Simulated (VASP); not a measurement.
V: single point with PBE

Crystal: V.

```
V
1.0
    -1.51300    1.51300    1.51300
     1.51300   -1.51300    1.51300
     1.51300    1.51300   -1.51300
V
1
Direct
  0.00000 0.00000 0.00000
```

```
Program                : VASP 6.6.1
Task                   : single point
Functional             : PBE
Potentials or basis    : VASP PAW PBE potentials, release 64 (V_sv)
Cutoff                 : 500 eV
k mesh                 : 6 × 6 × 6
Occupations            : gaussian, width 0.1 eV
Spin                   : collinear spin, ferromagnetic start
Starting moments       : [0.51] μB
Dipole correction      : no
Charge                 : -1
Further INCAR settings : ALGO = Normal; EDIFF = 1e-06; NBANDS = 16; NELECT = 14.0
```

```
Net moment                                            : 0.00 μB per cell
Valence electrons inside the program's atomic spheres : V 12.27
```

Levels at points of the mesh, in eV from the Fermi level:
Spin up:
```csv
k point,band 5,band 6,band 7,band 8,band 9,band 10
"(0.00, 0.00, 0.00)",-8.79,-0.82,-0.82,-0.82,1.26,1.26
"(0.50, 0.00, 0.00)",-4.91,-2.50,-0.70,1.28,1.69,3.11
"(0.50, 0.50, 0.50)",-4.61,-4.61,2.69,2.69,2.69,7.76
```
Spin down:
```
           k point  band 3  band 4  band 5  band 6  band 7  band 8  band 9  band 10  band 11  band 12
(0.00, 0.00, 0.00)  -37.75  -37.75   -8.79   -0.82   -0.82   -0.82    1.26     1.26    17.80    17.80
(0.50, 0.00, 0.00)  -38.03  -37.76   -4.91   -2.50   -0.70    1.28    1.69     3.11     8.51    13.25
(0.50, 0.50, 0.50)  -38.37  -38.37   -4.61   -4.61    2.69    2.69    2.69     7.76     7.76     7.76
```

Run time: 6 s on 1 thread of Intel(R) Xeon(R) Platinum 8375C CPU @ 2.90GHz (Ice Lake), with other jobs on the host, peak memory 0.13 GiB.

Caveat: the k points lie up to 0.49 Å⁻¹ apart; the cell carries a net charge on a neutralising background, which shifts energy and pressure; the cell is charged against a uniform background, so pressure and absolute levels hang on convention.
